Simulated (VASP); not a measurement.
Write the native input for VASP 6.6.1 that does the following.

- Task: single point
- Functional: PBEsol
- Potentials or basis: VASP PAW PBE potentials, release 64 (Ir)
- Cutoff: 520 eV
- k mesh: 18 × 18 × 12
- Occupations: gaussian, width 0.15 eV
- Spin: no spin polarisation
- Dipole correction: no
- Further INCAR settings: ALGO = Fast; EDIFF = 1e-07; NBANDS = 16

The structure of Ir lies in POSCAR:

```
Ir
1.0
    2.8339192314      0.0000000000      0.0000000000
   -1.4169596157      2.4542460467      0.0000000000
    0.0000000000      0.0000000000      4.5292243500
Ir
2
Direct
    0.6666666667      0.3333333333      0.7500000000
    0.3333333333      0.6666666667      0.2500000000
```

This cell differs from its parent crystal: strain +0.030 along x and y, +0.015 along z.

One way to write it, as run:

INCAR

```
SYSTEM = Ir
ALGO = Fast
EDIFF = 1E-7
ENCUT = 520
GGA = PS
ISIF = 2
ISMEAR = 0
LASPH = .TRUE.
LCHARG = .TRUE.
LELF = .TRUE.
LREAL = .FALSE.
LVHAR = .TRUE.
LWAVE = .FALSE.
NBANDS = 16
NELM = 100
PREC = Accurate
SIGMA = 0.15
```

KPOINTS

```
k-points
0
G
  18 18 12
  0 0 0
```

Potentials or basis: VASP PAW PBE potentials, release 64 (Ir).

Launch:

```bash
$ cat potpaw_PBE.64/Ir/POTCAR > POTCAR
$ mpirun -np 1 vasp_std > vasp.out
```

It gave:

```json
{
 "Pressure": "-31.1 GPa",
 "Band gap on the k mesh": "zero (band 9 reaches 9.42 eV, above the bottom of band 10 at 6.58 eV)"
}
```

Caveat: the cell differs from its parent crystal (strain +0.030 along x and y, +0.015 along z); the PAW data sets were made with another functional, which shifts forces and pressure a little; spin-orbit coupling is left out, which moves the levels of the heavy elements.

Wall time 60 s on 1 thread of Intel(R) Xeon(R) 6975P-C (Granite Rapids) (shared host), peak memory 0.23 GiB.
